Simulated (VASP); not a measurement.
# AlN (F-43m) in VASP: notebook

AlN is run at these levels: PBE; tasks: vibrations by perturbation theory.

All numbers are computed with VASP 6.6.1; they aren't measurements. Logs are shortened: lines on timing, memory, paths and dates and some standing lists are left out, and cuts for length are marked.

## (1) The cell of the first run

The structure is cubic, space group F-43m (No. 216). Conventional cell: a = 4.374 Å, b = 4.374 Å, c = 4.374 Å, α = 90.00°, β = 90.00°, γ = 90.00°. Al (site symmetry -43m) has 4 N at 1.89 Å within 2.5 Å. N (site symmetry -43m) has 4 Al at 1.89 Å within 2.5 Å.

## (2) Vibrations by perturbation theory, PBE (phonons at volume x 0.98)

Contents of INCAR:

```
PREC = Accurate
ENCUT = 520
EDIFF = 1E-8
ISMEAR = 0
SIGMA = 0.01
LREAL = False
LASPH = True
NELM = 100
ALGO = Normal
ISIF = 2
LWAVE = False
LCHARG = True
GGA = PE
IBRION = 8
NSW = 1
LEPSILON = True
```

Contents of KPOINTS:

```
Automatic mesh
0
Gamma
  10 10 10
```

Contents of POSCAR:

```
AlN
1.0
    0.0000000000      2.1868109078      2.1868109078
    2.1868109078      0.0000000000      2.1868109078
    2.1868109078      2.1868109078      0.0000000000
Al N
1 1
Direct
    0.0000000000      0.0000000000      0.0000000000
    0.7500000000      0.7500000000      0.7500000000
```

Potentials or basis: VASP PAW PBE potentials, release 64 (Al, N).

The run is started by

```console
$ cat potpaw_PBE.64/Al/POTCAR potpaw_PBE.64/N/POTCAR > POTCAR
$ mpirun -np 1 vasp_std > vasp.out
```

OUTCAR:

```text
PREC = Accurate
   ENCUT = 520
   EDIFF = 1E-8
   ISMEAR = 0
   LREAL = False
   LASPH = True
   NELM = 100
   ISIF = 2
   GGA = PE
   IBRION = 8
   NSW = 1
   LEPSILON = True

 ion  position               nearest neighbor table
   1  0.000  0.000  0.000-   2 1.89   2 1.89   2 1.89   2 1.89
   2  0.750  0.750  0.750-   1 1.89   1 1.89   1 1.89   1 1.89

  LATTYP: Found a face centered cubic cell.
 ALAT       =     4.3736218156

  Lattice vectors:

 A1 = (   0.0000000000,   2.1868109078,   2.1868109078)
 A2 = (   2.1868109078,   0.0000000000,   2.1868109078)
 A3 = (   2.1868109078,   2.1868109078,   0.0000000000)

Analysis of symmetry for initial positions (statically):
=====================================================================
 Subroutine PRICEL returns:
 Original cell was already a primitive cell.

 Routine SETGRP: Setting up the symmetry group for a
 face centered cubic supercell.

 Subroutine GETGRP returns: Found 24 space group operations
 (whereof 24 operations were pure point group operations)
 out of a pool of 48 trial point group operations.

The static configuration has the point symmetry T_d .

Analysis of symmetry for dynamics (positions and initial velocities):
=====================================================================
 Subroutine PRICEL returns:
 Original cell was already a primitive cell.

 Routine SETGRP: Setting up the symmetry group for a
 face centered cubic supercell.

 Subroutine GETGRP returns: Found 24 space group operations
 (whereof 24 operations were pure point group operations)
 out of a pool of 48 trial point group operations.

The dynamic configuration has the point symmetry T_d .

 Subroutine INISYM returns: Found 24 space group operations
 (whereof 24 operations are pure point group operations),
 and found     1 'primitive' translations

----------------------------------------------------------------------------------------

                                     Primitive cell

  volume of cell :      20.9153

  direct lattice vectors                    reciprocal lattice vectors
     0.000000000  2.186810908  2.186810908    -0.228643454  0.228643454  0.228643454
     2.186810908  0.000000000  2.186810908     0.228643454 -0.228643454  0.228643454
     2.186810908  2.186810908  0.000000000     0.228643454  0.228643454 -0.228643454

  length of vectors
     3.092617644  3.092617644  3.092617644     0.396022080  0.396022080  0.396022080

  position of ions in fractional coordinates (direct lattice)
     0.000000000  0.000000000  0.000000000
     0.750000000  0.750000000  0.750000000

  ion indices of the primitive-cell ions
   primitive index   ion index
                 1           1
                 2           2

----------------------------------------------------------------------------------------

 KPOINTS: Automatic mesh

Automatic generation of k-mesh.
 Grid dimensions read from file:
 generate k-points for:   10   10   10

 Generating k-lattice:

  Cartesian coordinates                     Fractional coordinates (reciprocal lattice)
    -0.022864345  0.022864345  0.022864345     0.100000000  0.000000000  0.000000000
     0.022864345 -0.022864345  0.022864345     0.000000000  0.100000000  0.000000000
     0.022864345  0.022864345 -0.022864345     0.000000000  0.000000000  0.100000000

  Length of vectors
     0.039602208  0.039602208  0.039602208

  Shift w.r.t. Gamma in fractional coordinates (k-lattice)
     0.000000000  0.000000000  0.000000000

 Subroutine IBZKPT returns following result:
 ===========================================

 Found     47 irreducible k-points:

 Following reciprocal coordinates:
            Coordinates               Weight
  0.000000  0.000000  0.000000      1.000000
  0.100000  0.000000  0.000000      8.000000
  0.200000  0.000000  0.000000      8.000000
[... 367 lines left out ...]
      direct lattice vectors                 reciprocal lattice vectors
     0.000000000  2.186810908  2.186810908    -0.228643454  0.228643454  0.228643454
     2.186810908  0.000000000  2.186810908     0.228643454 -0.228643454  0.228643454
     2.186810908  2.186810908  0.000000000     0.228643454  0.228643454 -0.228643454

 POSITION                                       TOTAL-FORCE (eV/Angst)
 -----------------------------------------------------------------------------------
      0.00000      0.00000      0.00000        -0.000000     -0.000000     -0.000000
      3.28022      3.28022      3.28022         0.000000      0.000000      0.000000
 -----------------------------------------------------------------------------------
    total drift:                               -0.000000     -0.000000     -0.000000

  FREE ENERGIE OF THE ION-ELECTRON SYSTEM (eV)
  ---------------------------------------------------
  free  energy   TOTEN  =       -14.8426205063 eV

  energy  without entropy=      -14.8426205063  energy(sigma->0) =      -14.84262051

 HEAD OF MICROSCOPIC STATIC DIELECTRIC TENSOR (INDEPENDENT PARTICLE, excluding Hartree and local field effects)
 ------------------------------------------------------
           4.728791     0.000000    -0.000000
          -0.000000     4.728791    -0.000000
          -0.000000     0.000000     4.728791
 ------------------------------------------------------

 Free energy of the ion-electron system (eV)
  ---------------------------------------------------
  ---------------------------------------------------
  free energy    TOTEN  =        -0.22820150 eV

  energy without entropy =       -0.22820150

------------------------ aborting loop because EDIFF is reached ----------------------------------------

--------------------------------------- Ionic step        2  -------------------------------------------

------------------------ aborting loop because EDIFF is reached ----------------------------------------

--------------------------------------- Ionic step        3  -------------------------------------------

------------------------ aborting loop because EDIFF is reached ----------------------------------------

 PIEZOELECTRIC TENSOR FIELD DIRECTION 3  (e Angst)
 -----------------------------------------------------------------------------
    -0.00043  0.81383  0.00000           ( -0.00000  0.00356  0.00000)
     0.81383 -0.00043  0.00000           (  0.00356 -0.00000  0.00000)
     0.00000  0.00000  0.00047           (  0.00000  0.00000 -0.00000)

 PIEZOELECTRIC TENSOR FIELD DIRECTION 3  (C/m^2)
 -----------------------------------------------------------------------------
    -0.00033  0.62342  0.00000
     0.62342 -0.00033  0.00000
     0.00000  0.00000  0.00036

--------------------------------------- Ionic step        4  -------------------------------------------

------------------------ aborting loop because EDIFF is reached ----------------------------------------

[... ionic steps 5 to 6 ...]

--------------------------------------- Ionic step        7  -------------------------------------------

 Free energy of the ion-electron system (eV)
  ---------------------------------------------------
  ---------------------------------------------------
  free energy    TOTEN  =        -0.23868476 eV

  energy without entropy =       -0.23868476

------------------------ aborting loop because EDIFF is reached ----------------------------------------

 INTERNAL STRAIN TENSOR  FOR ION    2  DIRECTION 1   (eV/Angst):
 -----------------------------------------------------------------------------
    -0.00008  0.00000  0.00000
     0.00000  0.00033  9.05410
     0.00000  9.05410  0.00033

 MACROSCOPIC STATIC DIELECTRIC TENSOR (including local field effects in DFT)
 ------------------------------------------------------
           4.583952     0.000000    -0.000000
          -0.000000     4.583952     0.000000
           0.000000    -0.000000     4.583952
 ------------------------------------------------------

 PIEZOELECTRIC TENSOR (including local field effects)  for field in x, y, z        (e  Angst)
          XX          YY          ZZ          XY          YZ          ZX
  --------------------------------------------------------------------------------
  x     0.00000    -0.00000     0.00000     0.00000     0.81361     0.00000
  y    -0.00000     0.00000    -0.00000     0.00000     0.00000     0.81361
  z    -0.00000    -0.00000     0.00000     0.81361     0.00000     0.00000

 PIEZOELECTRIC TENSOR (including local field effects)  for field in x, y, z        (C/m^2)
          XX          YY          ZZ          XY          YZ          ZX
  --------------------------------------------------------------------------------
  x     0.00000    -0.00000     0.00000     0.00000     0.62325     0.00000
  y    -0.00000     0.00000    -0.00000     0.00000     0.00000     0.62325
  z    -0.00000    -0.00000     0.00000     0.62325     0.00000     0.00000

 BORN EFFECTIVE CHARGES (including local field effects) (in |e|, cummulative output)
 ---------------------------------------------------------------------------------
 ion    1
    1     2.53461    -0.00000     0.00000
    2    -0.00000     2.53461     0.00000
    3    -0.00000    -0.00000     2.53461
 ion    2
    1    -2.53461     0.00000     0.00000
    2     0.00000    -2.53461    -0.00000
    3     0.00000     0.00000    -2.53461

 INTERNAL STRAIN TENSOR FOR ION    2 for displacements in x,y,z  (eV/Angst):
          X           Y           Z          XY          YZ          ZX
  --------------------------------------------------------------------------------
  x    -0.00000     0.00000     0.00000     0.00000     9.05410     0.00000
  y     0.00000    -0.00000     0.00000     0.00000     0.00000     9.05410
  z     0.00000     0.00000    -0.00000     9.05410     0.00000     0.00000

 SECOND DERIVATIVES (NOT SYMMETRIZED)
 ------------------------------------
               1X          1Y          1Z          2X          2Y          2Z
  1X   -14.520751    0.000000    0.000000   14.520751    0.000000    0.000000
  1Y     0.000000  -14.520751    0.000000    0.000000   14.520751    0.000000
  1Z     0.000000    0.000000  -14.520751    0.000000    0.000000   14.520751
  2X    14.518818    0.000000    0.000000  -14.518818    0.000000    0.000000
  2Y     0.000000   14.518818    0.000000    0.000000  -14.518818    0.000000
  2Z     0.000000    0.000000   14.518818    0.000000    0.000000  -14.518818

 Eigenvectors and eigenvalues of the dynamical matrix
 ----------------------------------------------------

   1 f  =   19.620689 THz   123.280425 2PiTHz  654.475737 cm-1    81.144613 meV
             X         Y         Z           dx          dy          dz
      0.000000  0.000000  0.000000     0.000000    0.584524    0.000000
      3.280216  3.280216  3.280216     0.000000   -0.811377    0.000000
[... 21 lines left out ...]
   6 f/i=    0.000619 THz     0.003892 2PiTHz    0.020660 cm-1     0.002562 meV
             X         Y         Z           dx          dy          dz
      0.000000  0.000000  0.000000     0.000000    0.000000    0.811377
      3.280216  3.280216  3.280216     0.000000    0.000000    0.584524

--------------------------------------------------------------------------------------------------------

 MACROSCOPIC STATIC DIELECTRIC TENSOR IONIC CONTRIBUTION
 ------------------------------------------------------
           3.827920    -0.000000    -0.000000
          -0.000000     3.827920     0.000000
          -0.000000     0.000000     3.827920
 ------------------------------------------------------

 ELASTIC MODULI CONTR FROM IONIC RELAXATION (kBar)
 Direction    XX          YY          ZZ          XY          YZ          ZX
 --------------------------------------------------------------------------------
 XX          -0.0000      0.0000      0.0000      0.0000     -0.0000     -0.0000
 YY           0.0000     -0.0000      0.0000      0.0000      0.0000      0.0000
 ZZ           0.0000      0.0000     -0.0000     -0.0000      0.0000     -0.0000
 XY           0.0000      0.0000     -0.0000   -407.1422      0.0000      0.0000
 YZ          -0.0000      0.0000      0.0000      0.0000   -407.1422      0.0000
 ZX          -0.0000      0.0000     -0.0000      0.0000      0.0000   -407.1422
 --------------------------------------------------------------------------------

 PIEZOELECTRIC TENSOR IONIC CONTR  for field in x, y, z        (C/m^2)
          XX          YY          ZZ          XY          YZ          ZX
  --------------------------------------------------------------------------------
  x    -0.00000     0.00000     0.00000     0.00000    -1.17470     0.00000
  y    -0.00000     0.00000    -0.00000    -0.00000     0.00000    -1.17470
  z     0.00000     0.00000    -0.00000    -1.17470     0.00000     0.00000
```

It took 92 s on 1 thread of Intel Xeon Platinum 8375C at 2.90GHz (Ice Lake), shared host; peak memory 0.2 GiB.

What came out:

| Item | Value |
| --- | --- |
| Electronic dielectric tensor (diagonal) | 4.58 |
| Born charges (mean of the diagonal) | Al +2.53; N -2.53 e |
| Highest phonon frequency at Γ, LO-TO splitting left out | 654 cm⁻¹ |

Phonon frequencies in cm⁻¹ (negative: imaginary):
```tsv
q point	frequencies
(0.000, 0.000, 0.000)	0 0 0 654 654 654
```

Electronic dielectric tensor:
```
4.58 0.00 0.00
0.00 4.58 0.00
0.00 0.00 4.58
```

Born effective charge tensors (e):
atom 1, Al
```
2.53 0.00 0.00
0.00 2.53 0.00
0.00 0.00 2.53
```
atom 2, N
```
-2.53  0.00  0.00
 0.00 -2.53  0.00
 0.00  0.00 -2.53
```

Caveat: the cell differs from its parent crystal (phonons at volume x 0.98); the cell wasn't relaxed at this level first, which shifts response properties.

(Continued in part 2 of 2.)
